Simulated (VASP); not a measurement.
# ZnRe (P-6m2) in VASP: notebook

ZnRe is run at these levels: PBE; tasks: single point.

Everything below comes from runs of VASP 6.6.1. Logs are shortened: lines on timing, memory, paths and dates and some standing lists are left out, and cuts for length are marked.

**1. The cell of the first run**

The structure is hexagonal, space group P-6m2 (No. 187). The conventional cell has a = 2.748 Å, b = 2.748 Å, c = 4.539 Å, α = 90.00°, β = 90.00°, γ = 120.00°. Within 3.6 Å of Re (site symmetry -6m2) lie 6 Re at 2.75 Å and 6 Zn at 2.77 Å. Within 3.6 Å of Zn (site symmetry -6m2) lie 6 Zn at 2.75 Å and 6 Re at 2.77 Å.

**2. Single point, PBE**

Input file INCAR:

```
PREC     = Accurate       # precision mode
ENCUT    = 520            # plane-wave cutoff, eV
EDIFF    = 1E-6           # SCF threshold, eV
ISMEAR   = -1             # smearing method
SIGMA    = 0.05           # smearing width, eV
LREAL    = False          # projectors in reciprocal space
LASPH    = True           # aspherical terms in the spheres
NELM     = 80             # most SCF steps
ALGO     = Normal         # electronic algorithm
ISIF     = 2              # what is computed and relaxed
LWAVE    = False          # write WAVECAR
LCHARG   = False          # write CHGCAR
GGA      = PE             # functional
NBANDS   = 16             # bands
```

Input file KPOINTS:

```
regular mesh
0
Gamma
  9 9 5
```

Input file POSCAR:

```
ZnRe
1.0
    2.7482183437      0.0000000000      0.0000000000
   -1.3741091718      2.3800269008      0.0000000000
    0.0000000000      0.0000000000      4.5390066600
Re Zn
1 1
Direct
    0.3333333333      0.6666666667      0.5000000000
    0.0000000000      0.0000000000      0.0000000000
```

Potentials or basis: VASP PAW PBE potentials, release 64 (Re, Zn).

Launch:

```sh
$ cat potpaw_PBE.64/Re/POTCAR potpaw_PBE.64/Zn/POTCAR > POTCAR
$ mpirun -np 1 vasp_std > vasp.out
```

OUTCAR:

```text
PREC = Accurate
   ENCUT = 520
   EDIFF = 1E-6
   ISMEAR = -1
   LREAL = False
   LASPH = True
   NELM = 80
   ISIF = 2
   GGA = PE

 ion  position               nearest neighbor table
   1  0.333  0.667  0.500-   2 2.77   2 2.77   2 2.77   2 2.77   2 2.77   2 2.77
   2  0.000  0.000  0.000-   1 2.77   1 2.77   1 2.77   1 2.77   1 2.77   1 2.77

  LATTYP: Found a hexagonal cell.
 ALAT       =     2.7482183437
 C/A-ratio  =     1.6516179184

  Lattice vectors:

 A1 = (   2.7482183437,   0.0000000000,   0.0000000000)
 A2 = (  -1.3741091718,   2.3800269008,   0.0000000000)
 A3 = (   0.0000000000,   0.0000000000,   4.5390066600)

Analysis of symmetry for initial positions (statically):
=====================================================================
 Subroutine PRICEL returns:
 Original cell was already a primitive cell.

 Routine SETGRP: Setting up the symmetry group for a
 hexagonal supercell.

 Subroutine GETGRP returns: Found 12 space group operations
 (whereof 12 operations were pure point group operations)
 out of a pool of 24 trial point group operations.

The static configuration has the point symmetry D_3h.

Analysis of symmetry for dynamics (positions and initial velocities):
=====================================================================
 Subroutine PRICEL returns:
 Original cell was already a primitive cell.

 Routine SETGRP: Setting up the symmetry group for a
 hexagonal supercell.

 Subroutine GETGRP returns: Found 12 space group operations
 (whereof 12 operations were pure point group operations)
 out of a pool of 24 trial point group operations.

The dynamic configuration has the point symmetry D_3h.

 Subroutine INISYM returns: Found 12 space group operations
 (whereof 12 operations are pure point group operations),
 and found     1 'primitive' translations

----------------------------------------------------------------------------------------

                                     Primitive cell

  volume of cell :      29.6889

  direct lattice vectors                    reciprocal lattice vectors
     2.748218344  0.000000000  0.000000000     0.363872107  0.210081659  0.000000000
    -1.374109172  2.380026901  0.000000000     0.000000000  0.420163318  0.000000000
     0.000000000  0.000000000  4.539006660     0.000000000  0.000000000  0.220312521

  length of vectors
     2.748218344  2.748218344  4.539006660     0.420163318  0.420163318  0.220312521

  position of ions in fractional coordinates (direct lattice)
     0.333333333  0.666666667  0.500000000
     0.000000000  0.000000000  0.000000000

  ion indices of the primitive-cell ions
   primitive index   ion index
                 1           1
                 2           2

----------------------------------------------------------------------------------------

 KPOINTS: regular mesh

Automatic generation of k-mesh.
 Grid dimensions read from file:
 generate k-points for:    9    9    5

 Generating k-lattice:

  Cartesian coordinates                     Fractional coordinates (reciprocal lattice)
     0.040430234  0.023342407  0.000000000     0.111111111 -0.000000000  0.000000000
     0.000000000  0.046684813  0.000000000     0.000000000  0.111111111  0.000000000
     0.000000000  0.000000000  0.044062504     0.000000000  0.000000000  0.200000000

  Length of vectors
     0.046684813  0.046684813  0.044062504

  Shift w.r.t. Gamma in fractional coordinates (k-lattice)
     0.000000000  0.000000000  0.000000000

 Subroutine IBZKPT returns following result:
 ===========================================

 Found     36 irreducible k-points:

 Following reciprocal coordinates:
            Coordinates               Weight
  0.000000  0.000000  0.000000      1.000000
  0.111111  0.000000  0.000000      6.000000
  0.222222 -0.000000  0.000000      6.000000
  0.333333 -0.000000  0.000000      6.000000
  0.444444 -0.000000  0.000000      6.000000
  0.111111  0.111111  0.000000      6.000000
[... 16 lines left out ...]
  0.333333  0.222222  0.200000     24.000000
  0.333333  0.333333  0.200000      4.000000
 [... further k-points ...]
   k-points           NKPTS =     36   k-points in BZ     NKDIM =     36   number of bands    NBANDS=     16
   number of dos      NEDOS =    301   number of ions     NIONS =      2
   total plane-waves  NPLWV =  14400
   dimension x,y,z NGX =    20 NGY =   20 NGZ =   36
   dimension x,y,z NGXF=    40 NGYF=   40 NGZF=   72
   ions per type =               1   1
   NGX,Y,Z   is equivalent  to a cutoff of  12.10, 12.10, 13.19 a.u.
   NGXF,Y,Z  is equivalent  to a cutoff of  24.20, 24.20, 26.37 a.u.
 SYSTEM =  unknown system
   PREC   = accura    normal or accurate (medium, high low for compatibility)
   ISTART =      0    job   : 0-new  1-cont  2-samecut
   ICHARG =      2    charge: 1-file 2-atom 10-const
   ISPIN  =      1    spin polarized calculation?
   LNONCOLLINEAR =      F non collinear calculations
   LSORBIT =      F    spin-orbit coupling
   LASPH  =      T    aspherical Exc in radial PAW
   ENCUT  =  520.0 eV  38.22 Ry    6.18 a.u.   5.11  5.11  8.44*2*pi/ulx,y,z
   NELM   =     80;   NELMIN=  2; NELMDL= -5     # of ELM steps
   EDIFF  = 0.1E-05   stopping-criterion for ELM
   LREAL  =      F    real-space projection
[... 7 lines left out ...]
   TEBEG  =    0.0;   TEEND  =   0.0 temperature during run
   PSTRESS=    0.0 pullay stress
   NELECT =      19.0000    total number of electrons
   NUPDOWN=      -1.0000    fix difference up-down
   EMIN   =  10.00;   EMAX   =-10.00  energy-range for DOS
   EFERMI =   0.00;   METHOD = LEGACY
   ISMEAR =    -1;   SIGMA  =   0.05  broadening in eV -4-tet -1-fermi 0-gaus
   EFERMI_NEDOS =   21; number of points for ismear=-14 and -15
   IALGO  =     38    algorithm
   IMIX   =      4    mixing-type and parameters
     AMIX     =   0.40;   BMIX     =  1.00
     AMIX_MAG =   1.60;   BMIX_MAG =  1.00
  volume/ion in A,a.u.               =      14.84       100.18
  Fermi-wavevector in a.u.,A,eV,Ry     =   1.410787  2.666001 27.079940  1.990319
  Thomas-Fermi vector in A             =   2.532705
   LORBIT       =      0    0 simple, 1 ext, 2 COOP (PROOUT), +10 PAW based schemes
   GGA     = PE    functional components
[... 5 lines left out ...]
 non-spin polarized calculation
  energy-cutoff  :      520.00
  volume of cell :       29.69
 maximum number of plane-waves:       809
   NGX = 11   NGY = 11   NGZ = 17

 number of electron      19.0000005 magnetization

 Free energy of the ion-electron system (eV)
  ---------------------------------------------------
  ext. energy  EPLUGINS =         0.00000000
  ---------------------------------------------------
  free energy    TOTEN  =       -13.03434564 eV

  energy without entropy =      -13.01820946  energy(sigma->0) =      -13.02627755

 E-fermi :   5.4801     XC(G=0): -12.7333

 val. band max:        5.4473177946   @ k =   0.3333  -0.0000   0.4000
 cond. band min:       5.5068427002   @ k =   0.4444   0.1111   0.4000
 fundamental gap:      0.0595249056
 Fermi energy:         5.4800939519

 k-point     1 :       0.0000    0.0000    0.0000
  band No.  band energies     occupation
      1      -4.7413      2.00000
      2      -2.4361      2.00000
      3      -1.8202      2.00000
      4      -1.8202      2.00000
      5      -1.4303      2.00000
      6      -1.4303      2.00000
[... 8 lines left out ...]
     15      22.6725      0.00000
     16      22.6799      0.00000

 k-point     2 :       0.1111    0.0000    0.0000
  band No.  band energies     occupation
      1      -4.3428      2.00000
      2      -2.3113      2.00000
      3      -1.8608      2.00000
      4      -1.7485      2.00000
      5      -1.5201      2.00000
      6      -1.4502      2.00000
[... 8 lines left out ...]
     15      20.8162      0.00000
     16      21.2427      0.00000

 k-point     3 :       0.2222   -0.0000    0.0000
  band No.  band energies     occupation
      1      -3.2790      2.00000
      2      -2.1458      2.00000
      3      -1.8345      2.00000
      4      -1.7405      2.00000
      5      -1.5620      2.00000
      6      -1.5007      2.00000
[... 8 lines left out ...]
     15      18.5515      0.00000
     16      21.2558      0.00000

 k-point     4 :       0.3333   -0.0000    0.0000
  band No.  band energies     occupation
      1      -2.4603      2.00000
      2      -1.9951      2.00000
      3      -1.9823      2.00000
      4      -1.5587      2.00000
      5      -1.3404      2.00000
      6      -1.1369      2.00000
[... 8 lines left out ...]
     15      16.7581      0.00000
     16      19.2345      0.00000

 k-point     5 :       0.4444   -0.0000    0.0000
  band No.  band energies     occupation
      1      -2.4734      2.00000
      2      -2.1367      2.00000
      3      -1.8556      2.00000
      4      -1.5968      2.00000
      5      -1.1896      2.00000
      6      -0.0347      2.00000
[... 8 lines left out ...]
     15      15.5979      0.00000
     16      17.6657      0.00000

 k-point     6 :       0.1111    0.1111    0.0000
  band No.  band energies     occupation
      1      -3.6009      2.00000
      2      -2.1399      2.00000
      3      -1.9369      2.00000
      4      -1.6664      2.00000
      5      -1.5859      2.00000
      6      -1.4946      2.00000
[... 8 lines left out ...]
     15      17.2699      0.00000
     16      22.1355      0.00000
[... 267 lines left out ...]
 k-point    21 :       0.4444    0.1111    0.2000
  band No.  band energies     occupation
      1      -2.4028      2.00000
      2      -2.1959      2.00000
      3      -1.7475      2.00000
      4      -1.6428      2.00000
      5      -1.3139      2.00000
      6       0.5134      2.00000
[... 8 lines left out ...]
     15      13.9307      0.00000
     16      17.5279      0.00000

 k-point    22 :       0.2222    0.2222    0.2000
  band No.  band energies     occupation
      1      -2.1378      2.00000
      2      -2.0154      2.00000
      3      -1.8365      2.00000
      4      -1.7963      2.00000
      5      -1.6074      2.00000
      6       0.1473      2.00000
[... 8 lines left out ...]
     15      15.5133      0.00000
     16      18.1373      0.00000

 k-point    23 :       0.3333    0.2222    0.2000
  band No.  band energies     occupation
      1      -2.1756      2.00000
      2      -2.0449      2.00000
      3      -1.8017      2.00000
      4      -1.7354      2.00000
      5      -1.5969      2.00000
      6       1.4709      2.00000
[... 8 lines left out ...]
     15      14.9954      0.00000
     16      17.2402      0.00000

 k-point    24 :       0.3333    0.3333    0.2000
  band No.  band energies     occupation
      1      -2.0188      2.00000
      2      -1.9881      2.00000
      3      -1.8174      2.00000
      4      -1.8088      2.00000
      5      -1.7302      2.00000
      6       2.3863      2.00000
[... 8 lines left out ...]
     15      15.5318      0.00000
     16      16.5213      0.00000

 [... further k-points ...]

------------------------ aborting loop because EDIFF is reached ----------------------------------------

  FORCE on cell =-STRESS in cart. coord.  units (eV):
  Direction    XX          YY          ZZ          XY          YZ          ZX
  --------------------------------------------------------------------------------------
  -------------------------------------------------------------------------------------
  Total       -0.4123166     -0.4123166     -0.9323891     -0.0000000     -0.0000000     -0.0000000
  in kB      -22.2508973    -22.2508973    -50.3168960     -0.0000000     -0.0000000     -0.0000000
  external PRESSURE =     -31.6062302 kB  Pullay stress =       0.0000000 kB

 VOLUME and BASIS-vectors are now :
 -----------------------------------------------------------------------------
  energy-cutoff  :      520.00
  volume of cell :       29.69
      direct lattice vectors                 reciprocal lattice vectors
     2.748218344  0.000000000  0.000000000     0.363872107  0.210081659  0.000000000
    -1.374109172  2.380026901  0.000000000     0.000000000  0.420163318  0.000000000
     0.000000000  0.000000000  4.539006660     0.000000000  0.000000000  0.220312521

 POSITION                                       TOTAL-FORCE (eV/Angst)
 -----------------------------------------------------------------------------------
     -0.00000      1.58668      2.26950         0.000000      0.000000      0.000000
      0.00000      0.00000      0.00000        -0.000000      0.000000      0.000000
 -----------------------------------------------------------------------------------
    total drift:                               -0.000000      0.000000      0.000000

  FREE ENERGIE OF THE ION-ELECTRON SYSTEM (eV)
  ---------------------------------------------------
  free  energy   TOTEN  =       -13.0343456446 eV

  energy  without entropy=      -13.0182094574  energy(sigma->0) =      -13.02627755
```

Run time: 13 s. Hardware: 1 thread of Intel Xeon Platinum 8375C at 2.90GHz (Ice Lake), shared host; peak memory 0.15 GiB.

What came out:

* Free energy: -13.0343 eV
* Pressure: -3.2 GPa

Stress tensor (GPa, compression positive):
```
-2.23  0.00  0.00
 0.00 -2.23  0.00
 0.00  0.00 -5.03
```

Levels at points of the mesh, in eV from the Fermi level:
```csv
k point,band 6,band 7,band 8,band 9,band 10,band 11,band 12,band 13
"(0.00, 0.00, 0.00)",-6.91,-5.10,-1.64,-1.33,-1.33,1.66,1.66,4.46
```

Caveat: spin-orbit coupling is left out, which moves the levels of the heavy elements.

**3. Single point, PBE**

This run uses another cell than the first one, of 14.99 Å³/atom, 1.010 times its volume.

Input file INCAR:

```
SYSTEM = ZnRe
  PREC = Accurate
  ENCUT = 520
  EDIFF = 1E-6
  ISMEAR = -1
  SIGMA = 0.05
  LREAL = .False.
  LASPH = .True.
  NELM = 100
  ALGO = Normal
  ISIF = 2
  LWAVE = .False.
  LCHARG = .False.
  GGA = PE
  NBANDS = 16
```

Input file KPOINTS:

```
Automatic mesh
0
Gamma
  9 9 5
  0 0 0
```

Changes to POSCAR since step 2:

```diff
@@ -4,3 +4,3 @@
    -1.3741091718      2.3800269008      0.0000000000
-    0.0000000000      0.0000000000      4.5390066600
+    0.0000000000      0.0000000000      4.5839473200
 Re Zn
```

Potentials or basis: VASP PAW PBE potentials, release 64 (Re, Zn).

Launch:

```sh
$ cat potpaw_PBE.64/Re/POTCAR potpaw_PBE.64/Zn/POTCAR > POTCAR
$ mpirun -np 1 vasp_std > vasp.out
```

It took 13 s on 1 thread of Intel Xeon Platinum 8375C at 2.90GHz (Ice Lake), shared host; peak memory 0.15 GiB.

Results (log left out):

- Free energy: -13.0227 eV
- Pressure: -4.9 GPa

Stress tensor (GPa, compression positive):
```
-3.40  0.00  0.00
 0.00 -3.40  0.00
 0.00  0.00 -7.76
```

Levels at points of the mesh, in eV from the Fermi level:
```csv
k point,band 6,band 7,band 8,band 9,band 10,band 11,band 12,band 13
"(0.00, 0.00, 0.00)",-6.88,-5.12,-1.70,-1.31,-1.31,1.68,1.68,4.23
```

Caveat: spin-orbit coupling is left out, which moves the levels of the heavy elements.
